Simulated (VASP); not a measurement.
Set up this calculation in VASP 6.6.1, as the native input.

- Task: single point
- Functional: PBE
- Potentials or basis: VASP PAW PBE potentials, release 64 (Zn, O_h)
- Cutoff: 910 eV
- k mesh: 12 × 12 × 6
- Occupations: gaussian, width 0.02 eV
- Spin: no spin polarisation
- Dipole correction: no
- Further INCAR settings: ALGO = Normal; EDIFF = 1e-06; NBANDS = 26

The structure of ZnO lies in POSCAR:

```
ZnO
1.0
    3.1781850223      0.0000000000      0.0000000000
   -1.5890925112      2.7523889673      0.0000000000
    0.0000000000      0.0000000000      5.1280731953
Zn O
2 2
Direct
    0.6666666667      0.3333333333      0.5006253288
    0.3333333333      0.6666666667      0.0006253288
    0.6666666667      0.3333333333      0.8796846712
    0.3333333333      0.6666666667      0.3796846712
```

These files were run (other wordings do the same):

INCAR

```
SYSTEM = ZnO
ALGO     = Normal         ! electronic algorithm
EDIFF    = 1E-6           ! SCF threshold, eV
ENCUT    = 910            ! plane-wave cutoff, eV
GGA      = PE             ! functional
GGA_COMPAT= .FALSE.      
ISIF     = 2              ! what is computed and relaxed
ISMEAR   = 0              ! smearing method
LASPH    = .TRUE.         ! aspherical terms in the spheres
LCHARG   = .FALSE.        ! write CHGCAR
LREAL    = .FALSE.        ! projectors in reciprocal space
LWAVE    = .FALSE.        ! write WAVECAR
NBANDS   = 26             ! bands
NELM     = 120            ! most SCF steps
PREC     = Accurate       ! precision mode
SIGMA    = 0.02           ! smearing width, eV
```

KPOINTS

```
k-points
0
G
  12 12 6
  0 0 0
```

Potentials or basis: VASP PAW PBE potentials, release 64 (Zn, O_h).

Launch:

```bash
$ cat potpaw_PBE.64/Zn/POTCAR potpaw_PBE.64/O_h/POTCAR > POTCAR
$ mpirun -np 1 vasp_std > vasp.out
```

It gave:

```json
{
 "Pressure": "16.1 GPa",
 "Band gap on the k mesh": "0.87 eV"
}
```

Caveat: the cutoff is under 1.25 times the usual one of these potentials, so pressure, stress and relaxed cells hold a basis-set (Pulay) error; the cell stands under pressure.

Run time: 87 s on 1 thread of Intel(R) Xeon(R) 6975P-C (Granite Rapids) (shared host), peak memory 0.32 GiB.
